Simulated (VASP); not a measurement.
Runs of VASP 6.6.1 on Hf3AlN4. The structure is that of space group P4/mmm (No. 123), or close to it. The cells are those of the table. 

| task | cell | k mesh | cutoff (eV) | gap on the mesh (eV) | pressure (GPa) | largest force (eV/Å) |
| --- | --- | --- | --- | --- | --- | --- |
| relaxation of cell and atoms | relaxed from a = 3.445, b = 3.445, c = 9.745 Å, 8 atoms | 6 × 6 × 2 | 600 | none | 0.1 | 0.03 |
| single point | a = 3.168, b = 3.168, c = 8.888 Å, 8 atoms | 6 × 6 × 2 | 520 | none | -1.9 | 0.07 |
| single point | a = 3.445, b = 3.445, c = 9.745 Å, 8 atoms | 6 × 6 × 2 | 520 | none | -35.7 | 0.44 |
| single point | a = 3.171, b = 3.171, c = 8.874 Å, 8 atoms | 12 × 12 × 4 | 520 | none | -1.9 | (a) |

Alike in all rows: level PBE; potentials or basis VASP PAW PBE potentials, release 64 (Hf_pv, Al, N); no spin polarisation; smearing gaussian 0.1 eV.

Problem. Estimate the missing entries.

Solution. (a) 0.08.

Caveats: spin-orbit coupling is left out, which moves the levels of the heavy elements.

A k mesh can miss the band edges, and the runs leave out spin-orbit coupling on Hf.

A gap of «none» marks levels without a gap at the run's occupations.
